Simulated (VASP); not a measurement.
A run of VASP 6.6.1:

The input INCAR:

```
SYSTEM = AlAs4
PREC     = Accurate       ! precision mode
ENCUT    = 600            ! plane-wave cutoff, eV
EDIFF    = 1E-6           ! SCF threshold, eV
ISMEAR   = 0              ! smearing method
SIGMA    = 0.2            ! smearing width, eV
LREAL    = .FALSE.        ! projectors in reciprocal space
LASPH    = .TRUE.         ! aspherical terms in the spheres
NELM     = 60             ! most SCF steps
ALGO     = Normal         ! electronic algorithm
ISIF     = 3              ! what is computed and relaxed
LWAVE    = .FALSE.        ! write WAVECAR
LCHARG   = .FALSE.        ! write CHGCAR
GGA      = PE             ! functional
IBRION   = 2              ! ionic algorithm
NSW      = 36             ! ionic steps
EDIFFG   = -0.08          ! ionic threshold
```

Contents of KPOINTS:

```
regular mesh
0
G
  3 3 3
  0 0 0
```

Contents of POSCAR:

```
AlAs4
1.0
    6.0762218700      0.0000000000      0.0000000000
    0.0000000000      6.0762218700      0.0000000000
    0.0000000000      0.0000000000      6.7137153900
Al As
2 8
Direct
    0.0000000000      0.0000000000      0.0000000000
    0.5000000000      0.5000000000      0.5000000000
    0.6075388100      0.8421386100      0.2504667900
    0.3924611900      0.1578613900      0.2504667900
    0.8421386100      0.3924611900      0.7495332100
    0.1578613900      0.6075388100      0.7495332100
    0.8924611900      0.3421386100      0.2495332100
    0.1075388100      0.6578613900      0.2495332100
    0.6578613900      0.8924611900      0.7504667900
    0.3421386100      0.1075388100      0.7504667900
```

Potentials or basis: VASP PAW PBE potentials, release 64 (Al, As).

Command:

```bash
$ cat potpaw_PBE.64/Al/POTCAR potpaw_PBE.64/As/POTCAR > POTCAR
$ mpirun -np 1 vasp_std > vasp.out
```

Hardware: 1 thread of AMD EPYC 7R43 64-Core Processor (Zen 3), on a shared host.

Question: Estimate the wall time of this run.

Answer: Run time: 9.6 min on 1 thread of AMD EPYC 7R43 64-Core Processor (Zen 3), on a shared host, peak memory 0.36 GiB. Counts: scf iterations 101, k points 6, ion steps 13.
